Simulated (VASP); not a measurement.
# CoSi2 (Immm) in VASP: further runs

The runs below take CoSi2 through single point, with PBE.

Program: VASP 6.6.1. These are calculated values, not measurements. Logs are shortened: lines on timing, memory, paths and dates and some standing lists are left out, and cuts for length are marked.

### 1 The cell of the first run

It takes space group Immm (No. 71, orthorhombic). Conventional cell: a = 3.619 Å, b = 3.833 Å, c = 5.420 Å, α = 90.00°, β = 90.00°, γ = 90.00°. Within 3.0 Å of Co (site symmetry mmm) lie 8 Si at 2.28 to 2.33 Å. Si (site symmetry mm2) has 4 Co at 2.28 to 2.33 Å and 6 Si at 2.64 to 2.77 Å within 3.0 Å.

### 2 Single point, PBE (uniaxial strain along a: -4.5 %)

Input file INCAR:

```
SYSTEM = CoSi2
  PREC = Accurate
  ENCUT = 520
  EDIFF = 1E-6
  ISMEAR = 0
  SIGMA = 0.1
  LREAL = .False.
  LASPH = .True.
  NELM = 100
  ALGO = Normal
  ISIF = 2
  LWAVE = .False.
  LCHARG = .True.
  GGA = PE
  LELF = .True.
  LVHAR = .True.
  NBANDS = 26
```

Input file KPOINTS:

```
regular mesh
0
Gamma
  10 10 8
  0 0 0
```

Input file POSCAR:

```
CoSi2
1.0
    2.5593418027      2.5593418027      0.0000000000
   -2.7100883748      2.7100883748      0.0000000000
    0.0000000000      0.0000000000      5.4201767497
Co Si
2 4
Direct
    0.0000000000      0.0000000000      0.0000000000
    0.5000000000      0.5000000000      0.5000000000
    0.0000000000      0.5000000000      0.7553716163
    0.5000000000      0.0000000000      0.7446283837
    0.5000000000      0.0000000000      0.2553716163
    0.0000000000      0.5000000000      0.2446283837
```

Potentials or basis: VASP PAW PBE potentials, release 64 (Co, Si).

Command:

```bash
$ cat potpaw_PBE.64/Co/POTCAR potpaw_PBE.64/Si/POTCAR > POTCAR
$ mpirun -np 1 vasp_std > vasp.out
```

OUTCAR:

```text
SYSTEM = CoSi2
   PREC = Accurate
   ENCUT = 520
   EDIFF = 1E-6
   ISMEAR = 0
   LREAL = .False.
   LASPH = .True.
   NELM = 100
   ISIF = 2
   GGA = PE

 ion  position               nearest neighbor table
   1  0.000  0.000  0.000-   4 2.28   5 2.28   4 2.28   5 2.28   3 2.33   6 2.33   3 2.33   6 2.33

   2  0.500  0.500  0.500-   3 2.28   6 2.28   3 2.28   6 2.28   4 2.33   5 2.33   5 2.33   4 2.33

   3  0.000  0.500  0.755-   2 2.28   2 2.28   1 2.33   1 2.33   4 2.64   4 2.64   4 2.64   4 2.64
                             6 2.65   6 2.77
   4  0.500  0.000  0.745-   1 2.28   1 2.28   2 2.33   2 2.33   3 2.64   3 2.64   3 2.64   3 2.64
                             5 2.65   5 2.77
   5  0.500  0.000  0.255-   1 2.28   1 2.28   2 2.33   2 2.33   6 2.64   6 2.64   6 2.64   6 2.64
                             4 2.65   4 2.77
   6  0.000  0.500  0.245-   2 2.28   2 2.28   1 2.33   1 2.33   5 2.64   5 2.64   5 2.64   5 2.64
                             3 2.65   3 2.77

  LATTYP: Found a simple orthorhombic cell.
 ALAT       =     3.6194558881
 B/A-ratio  =     1.0589005235
 C/A-ratio  =     1.4975114816

  Lattice vectors:

 A1 = (   2.5593418027,   2.5593418027,   0.0000000000)
 A2 = (  -2.7100883748,   2.7100883748,   0.0000000000)
 A3 = (   0.0000000000,   0.0000000000,   5.4201767497)

Analysis of symmetry for initial positions (statically):
=====================================================================
 Subroutine PRICEL returns following result:

  LATTYP: Found a body centered orthorhombic cell.
 ALAT       =     3.6194558881
 B/A-ratio  =     1.0589005235
 C/A-ratio  =     1.4975114816

  Lattice vectors:

 A1 = (   0.0753732860,  -2.6347150887,  -2.7100883748)
 A2 = (  -0.0753732860,   2.6347150887,  -2.7100883748)
 A3 = (   2.6347150888,  -0.0753732861,   2.7100883748)

   2 primitive cells build up your supercell.

 Routine SETGRP: Setting up the symmetry group for a
 simple orthorhombic supercell.

 Subroutine GETGRP returns: Found  8 space group operations
 (whereof  8 operations were pure point group operations)
 out of a pool of  8 trial point group operations.

The static configuration has the point symmetry D_2h.

Analysis of symmetry for dynamics (positions and initial velocities):
=====================================================================
 Subroutine PRICEL returns following result:

  LATTYP: Found a body centered orthorhombic cell.
 ALAT       =     3.6194558881
 B/A-ratio  =     1.0589005235
 C/A-ratio  =     1.4975114816

  Lattice vectors:

 A1 = (   0.0753732860,  -2.6347150887,  -2.7100883748)
 A2 = (  -0.0753732860,   2.6347150887,  -2.7100883748)
 A3 = (   2.6347150888,  -0.0753732861,   2.7100883748)

   2 primitive cells build up your supercell.

 Routine SETGRP: Setting up the symmetry group for a
 simple orthorhombic supercell.

 Subroutine GETGRP returns: Found  8 space group operations
 (whereof  8 operations were pure point group operations)
 out of a pool of  8 trial point group operations.

The dynamic configuration has the point symmetry D_2h.

 Subroutine INISYM returns: Found  8 space group operations
 (whereof  8 operations are pure point group operations),
 and found     2 'primitive' translations

----------------------------------------------------------------------------------------

                                     Primitive cell

  volume of cell :      37.5946

  direct lattice vectors                    reciprocal lattice vectors
     0.075373286 -2.634715089 -2.710088375     0.184495828 -0.184495828 -0.184495828
    -0.075373286  2.634715089 -2.710088375     0.195362729  0.195362729 -0.184495828
     2.634715089 -0.075373286  2.710088375     0.379858558  0.010866901  0.000000000

  length of vectors
     3.780474009  3.780474009  3.780474009     0.319556149  0.332222671  0.380013965

  position of ions in fractional coordinates (direct lattice)
     0.000000000  0.000000000  0.000000000
     0.744628384  0.244628384  0.500000000
     0.255371616  0.755371616  0.500000000

  ion indices of the primitive-cell ions
   primitive index   ion index
                 1           1
                 2           3
                 3           6

----------------------------------------------------------------------------------------

 KPOINTS: regular mesh

Automatic generation of k-mesh.
 Grid dimensions read from file:
 generate k-points for:   10   10    8

 Generating k-lattice:

  Cartesian coordinates                     Fractional coordinates (reciprocal lattice)
     0.019536273  0.019536273  0.000000000     0.100000000  0.000000000  0.000000000
    -0.018449583  0.018449583  0.000000000     0.000000000  0.100000000  0.000000000
     0.000000000  0.000000000  0.023061979     0.000000000  0.000000000  0.125000000

  Length of vectors
     0.027628462  0.026091650  0.023061979

  Shift w.r.t. Gamma in fractional coordinates (k-lattice)
     0.000000000  0.000000000  0.000000000

 Subroutine IBZKPT returns following result:
 ===========================================

 Found    180 irreducible k-points:

 Following reciprocal coordinates:
            Coordinates               Weight
  0.000000  0.000000  0.000000      1.000000
  0.100000  0.000000  0.000000      2.000000
  0.200000  0.000000  0.000000      2.000000
  0.300000  0.000000  0.000000      2.000000
  0.400000  0.000000  0.000000      2.000000
  0.500000  0.000000  0.000000      1.000000
[... 16 lines left out ...]
  0.400000  0.300000  0.000000      4.000000
  0.500000  0.300000  0.000000      2.000000
 [... further k-points ...]
   k-points           NKPTS =    180   k-points in BZ     NKDIM =    180   number of bands    NBANDS=     26
   number of dos      NEDOS =    301   number of ions     NIONS =      6
   total plane-waves  NPLWV =  33600
   dimension x,y,z NGX =    28 NGY =   30 NGZ =   40
   dimension x,y,z NGXF=    56 NGYF=   60 NGZF=   80
   ions per type =               2   4
   NGX,Y,Z   is equivalent  to a cutoff of  12.86, 13.01, 12.27 a.u.
   NGXF,Y,Z  is equivalent  to a cutoff of  25.72, 26.03, 24.54 a.u.
 SYSTEM =  CoSi2
   PREC   = accura    normal or accurate (medium, high low for compatibility)
   ISTART =      0    job   : 0-new  1-cont  2-samecut
   ICHARG =      2    charge: 1-file 2-atom 10-const
   ISPIN  =      1    spin polarized calculation?
   LNONCOLLINEAR =      F non collinear calculations
   LSORBIT =      F    spin-orbit coupling
   LASPH  =      T    aspherical Exc in radial PAW
   ENCUT  =  520.0 eV  38.22 Ry    6.18 a.u.   6.73  7.13 10.08*2*pi/ulx,y,z
   NELM   =    100;   NELMIN=  2; NELMDL= -5     # of ELM steps
   EDIFF  = 0.1E-05   stopping-criterion for ELM
   LREAL  =      F    real-space projection
   EDIFFG = 0.1E-04   stopping-criterion for IOM
   NSW    =      0    number of steps for IOM
   IBRION =     -1    ionic relax: 0-MD 1-quasi-New 2-CG
   NFREE  =      0    steps in history (QN), initial steepest desc. (CG)
   ISIF   =      2    stress and relaxation
   ISYM   =      2    0-nonsym 1-usesym 2-fastsym
   POTIM  = 0.5000    time-step for ionic-motion
   TEBEG  =    0.0;   TEEND  =   0.0 temperature during run
   PSTRESS=    0.0 pullay stress
   NELECT =      34.0000    total number of electrons
   NUPDOWN=      -1.0000    fix difference up-down
   EMIN   =  10.00;   EMAX   =-10.00  energy-range for DOS
   EFERMI =   0.00;   METHOD = LEGACY
   ISMEAR =     0;   SIGMA  =   0.10  broadening in eV -4-tet -1-fermi 0-gaus
   EFERMI_NEDOS =   21; number of points for ismear=-14 and -15
   IALGO  =     38    algorithm
   IMIX   =      4    mixing-type and parameters
     AMIX     =   0.40;   BMIX     =  1.00
     AMIX_MAG =   1.60;   BMIX_MAG =  1.00
  volume/ion in A,a.u.               =      12.53        84.57
  Fermi-wavevector in a.u.,A,eV,Ry     =   1.256559  2.374551 21.482776  1.578939
  Thomas-Fermi vector in A             =   2.390261
   LORBIT       =      0    0 simple, 1 ext, 2 COOP (PROOUT), +10 PAW based schemes
   GGA     = PE    functional components
   LHFCALC =     F    Hartree Fock is set to
   AEXX    =    0.0000 exact exchange contribution
   IVDW    =     0    specifies the selected vdW correction
   LEPSILON=     F    determine dielectric tensor
   LRPA    =     F    only Hartree local field effects (RPA)
 non-spin polarized calculation
 Gauss-broadening in eV      SIGMA  =   0.10
  energy-cutoff  :      520.00
  volume of cell :       75.19
 maximum number of plane-waves:      2060
 NGX is ok and might be reduce to    28
   NGX = 13   NGY = 15   NGZ = 21

 number of electron      34.0000016 magnetization

 Free energy of the ion-electron system (eV)
  ---------------------------------------------------
  ext. energy  EPLUGINS =         0.00000000
  ---------------------------------------------------
  free energy    TOTEN  =       -38.49183364 eV

  energy without entropy =      -38.48292480  energy(sigma->0) =      -38.48737922

 E-fermi :  10.3998     XC(G=0): -11.8478

 val. band max:       10.3785299842   @ k =   0.0000   0.2000   0.5000
 cond. band min:      10.4042347973   @ k =   0.0000   0.3000   0.1250
 fundamental gap:      0.0257048130
 Fermi energy:        10.3998127613

 k-point     1 :       0.0000    0.0000    0.0000
  band No.  band energies     occupation
      1      -2.9092      2.00000
      2       0.9699      2.00000
      3       3.0397      2.00000
      4       4.1134      2.00000
      5       6.0176      2.00000
      6       6.3064      2.00000
[... 18 lines left out ...]
     25      15.5026      0.00000
     26      16.2677      0.00000

 k-point     2 :       0.1000    0.0000    0.0000
  band No.  band energies     occupation
      1      -2.7982      2.00000
      2       1.0562      2.00000
      3       3.1304      2.00000
      4       3.9126      2.00000
      5       6.0798      2.00000
      6       6.0946      2.00000
[... 18 lines left out ...]
     25      15.7880      0.00000
[... 608 lines left out ...]
     25      18.1509      0.00000
     26      18.6151      0.00000

 k-point    24 :       0.5000    0.3000    0.0000
  band No.  band energies     occupation
      1       0.5540      2.00000
      2       0.5540      2.00000
      3       3.4575      2.00000
      4       3.4575      2.00000
      5       4.4731      2.00000
      6       4.4731      2.00000
[... 18 lines left out ...]
     25      18.8692      0.00000
     26      18.8692      0.00000

 [... further k-points ...]

------------------------ aborting loop because EDIFF is reached ----------------------------------------

  FORCE on cell =-STRESS in cart. coord.  units (eV):
  Direction    XX          YY          ZZ          XY          YZ          ZX
  --------------------------------------------------------------------------------------
  -------------------------------------------------------------------------------------
  Total        2.3497283      2.3497283      1.6117286      2.9580352      0.0000000      0.0000000
  in kB       50.0694764     50.0694764     34.3437180     63.0316581      0.0000000      0.0000000
  external PRESSURE =      44.8275569 kB  Pullay stress =       0.0000000 kB

 VOLUME and BASIS-vectors are now :
 -----------------------------------------------------------------------------
  energy-cutoff  :      520.00
  volume of cell :       75.19
      direct lattice vectors                 reciprocal lattice vectors
     2.559341803  2.559341803  0.000000000     0.195362729  0.195362729  0.000000000
    -2.710088375  2.710088375  0.000000000    -0.184495828  0.184495828  0.000000000
     0.000000000  0.000000000  5.420176750     0.000000000  0.000000000  0.184495828

 POSITION                                       TOTAL-FORCE (eV/Angst)
 -----------------------------------------------------------------------------------
      0.00000      0.00000      0.00000         0.000000      0.000000      0.000000
     -0.07537      2.63472      2.71009        -0.000000     -0.000000      0.000000
     -1.35504      1.35504      4.09425         0.000000      0.000000      0.244710
      1.27967      1.27967      4.03602         0.000000      0.000000     -0.244710
      1.27967      1.27967      1.38416         0.000000     -0.000000      0.244710
     -1.35504      1.35504      1.32593         0.000000      0.000000     -0.244710
 -----------------------------------------------------------------------------------
    total drift:                               -0.000000      0.000000      0.000000

  FREE ENERGIE OF THE ION-ELECTRON SYSTEM (eV)
  ---------------------------------------------------
  free  energy   TOTEN  =       -38.4918336367 eV

  energy  without entropy=      -38.4829248046  energy(sigma->0) =      -38.48737922
```

Run time: 2.7 min. Hardware: 1 thread of AMD EPYC 9R45 (Zen 5), shared host; peak memory 0.36 GiB.

Results:

```yaml
Free_energy: -38.4918 eV
Pressure: 4.5 GPa
Largest_force: 0.245 eV/Å
Band_gap_on_the_k_mesh: zero (band 17 reaches 12.23 eV, above the bottom of band 18 at 9.02 eV)
```

Forces in eV/Å, atoms in the order of the input:
```
Co   0.000  0.000  0.000
Co   0.000  0.000  0.000
Si   0.000  0.000  0.245
Si   0.000  0.000 -0.245
Si   0.000  0.000  0.245
Si   0.000  0.000 -0.245
```

Levels at points of the mesh, in eV from the Fermi level:
| k point | band 13 | band 14 | band 15 | band 16 | band 17 | band 18 | band 19 | band 20 | band 21 | band 22 |
| --- | --- | --- | --- | --- | --- | --- | --- | --- | --- | --- |
| (0.00, 0.00, 0.00) | -1.97 | -1.91 | -1.36 | 0.79 | 1.66 | 3.02 | 3.11 | 3.17 | 3.41 | 3.63 |
| (0.50, 0.00, 0.00) | -1.50 | -1.50 | -1.27 | -1.27 | 0.17 | 0.17 | 2.30 | 2.30 | 3.85 | 3.85 |
| (0.00, 0.50, 0.00) | -1.62 | -1.62 | -1.17 | -1.17 | 0.58 | 0.58 | 3.12 | 3.12 | 4.40 | 4.40 |
| (0.50, 0.50, 0.00) | -2.04 | -2.04 | -1.85 | -1.85 | -1.38 | -1.38 | 1.58 | 1.58 | 2.86 | 2.86 |
| (0.00, 0.00, 0.50) | -0.50 | -0.50 | -0.49 | -0.49 | -0.08 | -0.08 | 1.50 | 1.50 | 3.39 | 3.39 |
| (0.50, 0.00, 0.50) | -1.57 | -1.57 | -0.75 | -0.75 | -0.48 | -0.48 | 2.43 | 2.43 | 3.17 | 3.17 |
| (0.00, 0.50, 0.50) | -1.68 | -1.68 | -0.78 | -0.78 | 0.02 | 0.02 | 3.15 | 3.15 | 3.48 | 3.48 |
| (0.50, 0.50, 0.50) | -1.95 | -1.95 | -1.43 | -1.43 | -0.77 | -0.77 | 3.55 | 3.55 | 3.62 | 3.62 |

Caveat: the cell differs from its parent crystal (uniaxial strain along a: -4.5 %). Spin polarisation is off, so any magnetic state and its effect on volume and gap are missing.

(Part 1 of 2 ends here.)
